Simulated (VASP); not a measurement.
The system is Ir.

```xyz
2
Lattice="2.7369 0.0000 0.0000 -1.3684 2.3702 0.0000 0.0000 0.0000 4.4504" Properties=species:S:1:pos:R:3 pbc="T T T"
Ir    1.3684    0.7901    3.3378
Ir    0.0000    1.5801    1.1126
```

Base run:

- Program: VASP 6.6.1
- Functional: BLYP
- Dispersion: D3(BJ)
- Potentials or basis: VASP PAW PBE potentials, release 64 (Ir)
- Cutoff: 520 eV
- k mesh: 12 × 12 × 7
- Occupations: fermi-dirac, width 0.01 eV
- Spin: no spin polarisation

Its results: band gap on the k mesh zero (band 9 reaches 11.68 eV, above the bottom of band 10 at 8.46 eV); pressure 3.1 GPa.

Problem. The run is repeated on the same cell with these changes: potentials or basis from VASP PAW PBE potentials, release 64 (Ir) to VASP PAW PBE potentials, release 64 (Ir_sv_GW); cutoff from 520 eV to 500 eV; further incar settings from ALGO = Normal; EDIFF = 1e-06; NBANDS = 16 to ALGO = Normal; EDIFF = 1e-06; NBANDS = 24; valence electrons from 18 to 34. What comes out?

Solution. Band gap on the k mesh zero (band 17 reaches 14.11 eV, above the bottom of band 18 at 10.89 eV); pressure -1.3 GPa.

Caveats: the PAW data sets were made with another functional, which shifts forces and pressure a little; spin-orbit coupling is left out, which moves the levels of the heavy elements; pairwise dispersion overbinds metals, which lowers pressure and volume.
